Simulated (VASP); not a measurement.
# IrS (Fm-3m) in VASP: a series of runs, part 2 of 3

VASP 6.6.1.

### Step 3. Single point, PBEsol (13.93 Å³/atom)

This run uses another cell than the first one, of 13.93 Å³/atom.

The input, INCAR:

```
  ALGO = Normal
  EDIFF = 1E-6
  ENCUT = 560
  GGA = PS
  GGA_COMPAT = F
  ISIF = 2
  ISMEAR = 0
  LASPH = T
  LCHARG = F
  LREAL = F
  LWAVE = F
  NBANDS = 18
  NELM = 120
  PREC = Accurate
  SIGMA = 0.05
```

The input, KPOINTS:

```
k-points
0
Gamma
  10 10 10
```

The input, POSCAR:

```
IrS
1.0
    0.0000000000      2.4061510517      2.4061510517
    2.4061510517      0.0000000000      2.4061510517
    2.4061510517      2.4061510517      0.0000000000
Ir S
1 1
Direct
    0.5000000000      0.5000000000      0.5000000000
    0.0000000000      0.0000000000      0.0000000000
```

Potentials or basis: VASP PAW PBE potentials, release 64 (Ir_sv_GW, S).

Launch:

```sh
$ cat potpaw_PBE.64/Ir_sv_GW/POTCAR potpaw_PBE.64/S/POTCAR > POTCAR
$ mpirun -np 1 vasp_std > vasp.out
```

OUTCAR:

```text
EDIFF = 1E-6
   ENCUT = 560
   GGA = PS
   ISIF = 2
   ISMEAR = 0
   LASPH = T
   LREAL = F
   NELM = 120
   PREC = Accurate

 ion  position               nearest neighbor table
   1  0.500  0.500  0.500-   2 2.41   2 2.41   2 2.41   2 2.41   2 2.41   2 2.41
   2  0.000  0.000  0.000-   1 2.41   1 2.41   1 2.41   1 2.41   1 2.41   1 2.41

  LATTYP: Found a face centered cubic cell.
 ALAT       =     4.8123021034

  Lattice vectors:

 A1 = (   0.0000000000,   2.4061510517,   2.4061510517)
 A2 = (   2.4061510517,   0.0000000000,   2.4061510517)
 A3 = (   2.4061510517,   2.4061510517,   0.0000000000)

Analysis of symmetry for initial positions (statically):
=====================================================================
 Subroutine PRICEL returns:
 Original cell was already a primitive cell.

 Routine SETGRP: Setting up the symmetry group for a
 face centered cubic supercell.

 Subroutine GETGRP returns: Found 48 space group operations
 (whereof 48 operations were pure point group operations)
 out of a pool of 48 trial point group operations.

The static configuration has the point symmetry O_h .

Analysis of symmetry for dynamics (positions and initial velocities):
=====================================================================
 Subroutine PRICEL returns:
 Original cell was already a primitive cell.

 Routine SETGRP: Setting up the symmetry group for a
 face centered cubic supercell.

 Subroutine GETGRP returns: Found 48 space group operations
 (whereof 48 operations were pure point group operations)
 out of a pool of 48 trial point group operations.

The dynamic configuration has the point symmetry O_h .

 Subroutine INISYM returns: Found 48 space group operations
 (whereof 48 operations are pure point group operations),
 and found     1 'primitive' translations

----------------------------------------------------------------------------------------

                                     Primitive cell

  volume of cell :      27.8611

  direct lattice vectors                    reciprocal lattice vectors
     0.000000000  2.406151052  2.406151052    -0.207800753  0.207800753  0.207800753
     2.406151052  0.000000000  2.406151052     0.207800753 -0.207800753  0.207800753
     2.406151052  2.406151052  0.000000000     0.207800753  0.207800753 -0.207800753

  length of vectors
     3.402811450  3.402811450  3.402811450     0.359921462  0.359921462  0.359921462

  position of ions in fractional coordinates (direct lattice)
     0.500000000  0.500000000  0.500000000
     0.000000000  0.000000000  0.000000000

  ion indices of the primitive-cell ions
   primitive index   ion index
                 1           1
                 2           2

----------------------------------------------------------------------------------------

 KPOINTS: k-points

Automatic generation of k-mesh.
 Grid dimensions read from file:
 generate k-points for:   10   10   10

 Generating k-lattice:

  Cartesian coordinates                     Fractional coordinates (reciprocal lattice)
    -0.020780075  0.020780075  0.020780075     0.100000000  0.000000000  0.000000000
     0.020780075 -0.020780075  0.020780075     0.000000000  0.100000000  0.000000000
     0.020780075  0.020780075 -0.020780075     0.000000000  0.000000000  0.100000000

  Length of vectors
     0.035992146  0.035992146  0.035992146

  Shift w.r.t. Gamma in fractional coordinates (k-lattice)
     0.000000000  0.000000000  0.000000000

 Subroutine IBZKPT returns following result:
 ===========================================

 Found     47 irreducible k-points:

 Following reciprocal coordinates:
            Coordinates               Weight
  0.000000  0.000000  0.000000      1.000000
  0.100000  0.000000  0.000000      8.000000
  0.200000  0.000000  0.000000      8.000000
  0.300000  0.000000  0.000000      8.000000
  0.400000  0.000000  0.000000      8.000000
  0.500000  0.000000  0.000000      4.000000
[... 16 lines left out ...]
  0.300000  0.300000  0.000000      6.000000
  0.400000  0.300000  0.000000     24.000000
 [... further k-points ...]
   k-points           NKPTS =     47   k-points in BZ     NKDIM =     47   number of bands    NBANDS=     18
   number of dos      NEDOS =    301   number of ions     NIONS =      2
   total plane-waves  NPLWV =  21952
   dimension x,y,z NGX =    28 NGY =   28 NGZ =   28
   dimension x,y,z NGXF=    56 NGYF=   56 NGZF=   56
   ions per type =               1   1
   NGX,Y,Z   is equivalent  to a cutoff of  13.68, 13.68, 13.68 a.u.
   NGXF,Y,Z  is equivalent  to a cutoff of  27.36, 27.36, 27.36 a.u.
 SYSTEM =  unknown system
   PREC   = accura    normal or accurate (medium, high low for compatibility)
   ISTART =      0    job   : 0-new  1-cont  2-samecut
   ICHARG =      2    charge: 1-file 2-atom 10-const
   ISPIN  =      1    spin polarized calculation?
   LNONCOLLINEAR =      F non collinear calculations
   LSORBIT =      F    spin-orbit coupling
   LASPH  =      T    aspherical Exc in radial PAW
   ENCUT  =  560.0 eV  41.16 Ry    6.42 a.u.   6.57  6.57  6.57*2*pi/ulx,y,z
   NELM   =    120;   NELMIN=  2; NELMDL= -5     # of ELM steps
   EDIFF  = 0.1E-05   stopping-criterion for ELM
   LREAL  =      F    real-space projection
   EDIFFG = 0.1E-04   stopping-criterion for IOM
   NSW    =      0    number of steps for IOM
   IBRION =     -1    ionic relax: 0-MD 1-quasi-New 2-CG
   NFREE  =      0    steps in history (QN), initial steepest desc. (CG)
   ISIF   =      2    stress and relaxation
   ISYM   =      2    0-nonsym 1-usesym 2-fastsym
   POTIM  = 0.5000    time-step for ionic-motion
   TEBEG  =    0.0;   TEEND  =   0.0 temperature during run
   PSTRESS=    0.0 pullay stress
   NELECT =      23.0000    total number of electrons
   NUPDOWN=      -1.0000    fix difference up-down
   EMIN   =  10.00;   EMAX   =-10.00  energy-range for DOS
   EFERMI =   0.00;   METHOD = LEGACY
   ISMEAR =     0;   SIGMA  =   0.05  broadening in eV -4-tet -1-fermi 0-gaus
   EFERMI_NEDOS =   21; number of points for ismear=-14 and -15
   IALGO  =     38    algorithm
   IMIX   =      4    mixing-type and parameters
     AMIX     =   0.40;   BMIX     =  1.00
     AMIX_MAG =   1.60;   BMIX_MAG =  1.00
  volume/ion in A,a.u.               =      13.93        94.01
  Fermi-wavevector in a.u.,A,eV,Ry     =   1.535741  2.902129 32.089333  2.358499
  Thomas-Fermi vector in A             =   2.642487
   LORBIT       =      0    0 simple, 1 ext, 2 COOP (PROOUT), +10 PAW based schemes
   GGA     = PS    functional components
   LHFCALC =     F    Hartree Fock is set to
   AEXX    =    0.0000 exact exchange contribution
   IVDW    =     0    specifies the selected vdW correction
   LEPSILON=     F    determine dielectric tensor
   LRPA    =     F    only Hartree local field effects (RPA)
 non-spin polarized calculation
 Gauss-broadening in eV      SIGMA  =   0.05
  energy-cutoff  :      560.00
  volume of cell :       27.86
 maximum number of plane-waves:       869
 NGX is ok and might be reduce to    28
   NGX = 13   NGY = 13   NGZ = 13

 number of electron      23.0000000 magnetization

 Free energy of the ion-electron system (eV)
  ---------------------------------------------------
  ext. energy  EPLUGINS =         0.00000000
  ---------------------------------------------------
  free energy    TOTEN  =       -14.03538083 eV

  energy without entropy =      -14.03358714  energy(sigma->0) =      -14.03448398

 E-fermi :  11.2138     XC(G=0): -13.2037

 val. band max:       11.1991550781   @ k =  -0.4000   0.5000   0.1000
 cond. band min:      11.2292396287   @ k =   0.5000   0.3000   0.1000
 fundamental gap:      0.0300845505
 Fermi energy:        11.2137538552

 k-point     1 :       0.0000    0.0000    0.0000
  band No.  band energies     occupation
      1     -80.6833      2.00000
      2     -37.5391      2.00000
      3     -37.5391      2.00000
      4     -37.5391      2.00000
      5      -5.6806      2.00000
      6       7.7554      2.00000
[... 10 lines left out ...]
     17      24.2385      0.00000
     18      24.2385      0.00000

 k-point     2 :       0.1000    0.0000    0.0000
  band No.  band energies     occupation
      1     -80.6830      2.00000
      2     -37.5464      2.00000
      3     -37.5400      2.00000
      4     -37.5400      2.00000
      5      -5.5104      2.00000
      6       6.8866      2.00000
[... 10 lines left out ...]
     17      23.7536      0.00000
     18      23.7536      0.00000
[... 442 lines left out ...]
 k-point    24 :       0.4000    0.3000    0.0000
  band No.  band energies     occupation
      1     -80.6800      2.00000
      2     -37.5942      2.00000
      3     -37.5626      2.00000
      4     -37.5603      2.00000
      5      -3.9481      2.00000
      6       3.4146      2.00000
[... 10 lines left out ...]
     17      22.2493      0.00000
     18      24.2411      0.00000

 [... further k-points ...]
[... 5 lines left out ...]
  --------------------------------------------------------------------------------------
  -------------------------------------------------------------------------------------
  Total        1.5341391      1.5341391      1.5341391      0.0000000      0.0000000      0.0000000
  in kB       88.2219528     88.2219528     88.2219528      0.0000000      0.0000000      0.0000000
  external PRESSURE =      88.2219528 kB  Pullay stress =       0.0000000 kB

 VOLUME and BASIS-vectors are now :
 -----------------------------------------------------------------------------
  energy-cutoff  :      560.00
  volume of cell :       27.86
      direct lattice vectors                 reciprocal lattice vectors
     0.000000000  2.406151052  2.406151052    -0.207800753  0.207800753  0.207800753
     2.406151052  0.000000000  2.406151052     0.207800753 -0.207800753  0.207800753
     2.406151052  2.406151052  0.000000000     0.207800753  0.207800753 -0.207800753

 POSITION                                       TOTAL-FORCE (eV/Angst)
 -----------------------------------------------------------------------------------
      2.40615      2.40615      2.40615         0.000000      0.000000     -0.000000
      0.00000      0.00000      0.00000        -0.000000     -0.000000      0.000000
 -----------------------------------------------------------------------------------
    total drift:                                0.000000      0.000000      0.000000

  FREE ENERGIE OF THE ION-ELECTRON SYSTEM (eV)
  ---------------------------------------------------
  free  energy   TOTEN  =       -14.0353808279 eV

  energy  without entropy=      -14.0335871398  energy(sigma->0) =      -14.03448398
```

OSZICAR:

```text
N       E                     dE             d eps       ncg     rms          rms(c)
DAV:   1     0.187869210033E+03    0.18787E+03   -0.15610E+04  1734   0.132E+03
DAV:   2    -0.918057329894E+01   -0.19705E+03   -0.19373E+03  2184   0.395E+02
DAV:   3    -0.153841343318E+02   -0.62036E+01   -0.61500E+01  2000   0.659E+01
DAV:   4    -0.154168018582E+02   -0.32668E-01   -0.32636E-01  2012   0.504E+00
DAV:   5    -0.154169494640E+02   -0.14761E-03   -0.14760E-03  1926   0.325E-01    0.695E+01
DAV:   6    -0.141170910297E+02    0.12999E+01   -0.69379E+00  1762   0.173E+01    0.423E+01
DAV:   7    -0.140841066493E+02    0.32984E-01   -0.78522E-01  1732   0.754E+00    0.155E+01
DAV:   8    -0.140366921310E+02    0.47415E-01   -0.13774E-01  1792   0.289E+00    0.109E+00
DAV:   9    -0.140357755251E+02    0.91661E-03   -0.15588E-02  1774   0.824E-01    0.610E-01
DAV:  10    -0.140354599904E+02    0.31553E-03   -0.16536E-03  1846   0.318E-01    0.194E-01
DAV:  11    -0.140353911916E+02    0.68799E-04   -0.14724E-04  1792   0.873E-02    0.109E-01
DAV:  12    -0.140353811256E+02    0.10066E-04   -0.36071E-05  1828   0.419E-02    0.328E-02
DAV:  13    -0.140353808279E+02    0.29771E-06   -0.10719E-06   992   0.826E-03
   1 F= -.14035381E+02 E0= -.14034484E+02  d E =-.179369E-02
```

stdout:

```text
POSCAR found type information on POSCAR IrS
 POSCAR found :  2 types and       2 ions
 scaLAPACK will be used
 -----------------------------------------------------------------------------
|                                                                             |
|                                                                             |
|     You enforced a specific xc type in the INCAR file but a different       |
|     I HOPE YOU KNOW WHAT YOU ARE DOING!                                     |
|                                                                             |
 -----------------------------------------------------------------------------

 LDA part: xc-table for (Slater+PW92), standard interpolation
 POSCAR, INCAR and KPOINTS ok, starting setup
 FFT: planning ... GRIDC
 FFT: planning ... GRID_SOFT
 FFT: planning ... GRID
 WAVECAR not read
 entering main loop
```

It took 26 s on 1 thread of Intel Xeon Platinum 8259CL at 2.50GHz (Skylake/Cascade Lake), shared host; peak memory 0.18 GiB.

Results:

- Free energy: -14.0354 eV
- Pressure: 8.8 GPa
- Band gap on the k mesh: zero (an odd number of electrons rules out a gap without spin polarisation)

Levels at points of the mesh, in eV from the Fermi level:
```tsv
k point	band 9	band 10	band 11	band 12	band 13	band 14	band 15	band 16
(0.00, 0.00, 0.00)	-3.33	-3.33	-2.43	-2.43	-2.43	3.33	9.93	13.02
(0.50, 0.00, 0.00)	-1.33	-1.33	-0.62	3.01	4.71	4.71	6.42	6.42
(0.50, 0.50, 0.00)	-4.20	-2.40	-0.69	-0.69	-0.18	1.94	10.76	12.03
```

Caveat: the cell stands under pressure; the PAW data sets were made with another functional, which shifts forces and pressure a little; spin-orbit coupling is left out, which moves the levels of the heavy elements.

[end of part 2 of 3]

The gap in the log of VASP goes by the Fermi energy; the results here count the filled bands.